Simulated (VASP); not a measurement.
Input of a VASP 6.6.1 run:

INCAR

```
PREC = Accurate
ENCUT = 520
EDIFF = 1E-7
ISMEAR = 0
SIGMA = 0.15
LREAL = False
LASPH = True
NELM = 100
ALGO = Normal
ISIF = 2
LWAVE = False
LCHARG = False
GGA = PS
NBANDS = 16
```

The input KPOINTS:

```
Automatic mesh
0
Gamma
  6 6 6
```

File POSCAR:

```
WC
1.0
    2.9005014360      0.0000000000      0.0000000000
   -1.4502507180      2.5119079273      0.0000000000
    0.0000000000      0.0000000000      2.8290000000
W C
1 1
Direct
    0.0000000000      0.0000000000     -0.1590668081
    0.6666666667      0.3333333333      0.5000000000
```

Potentials or basis: VASP PAW PBE potentials, release 64 (W_sv, C).

Run with:

```console
$ cat potpaw_PBE.64/W_sv/POTCAR potpaw_PBE.64/C/POTCAR > POTCAR
$ mpirun -np 1 vasp_std > vasp.out
```

(1) What does it give for the largest force?

(2) What does it give for the band gap on the k mesh?

(3) Predict the pressure.

## Answers

(1) 7.663 eV/Å.

(2) zero (band 9 reaches 13.74 eV, above the bottom of band 10 at 10.99 eV).

(3) 44.7 GPa.

Caveat: the k points lie up to 0.42 Å⁻¹ apart; the cell differs from its parent crystal (atom 1 (W) moved by (+0.000, -0.450) A along [1 1 0] and z); the PAW data sets were made with another functional, which shifts forces and pressure a little; spin-orbit coupling is left out, which moves the levels of the heavy elements.
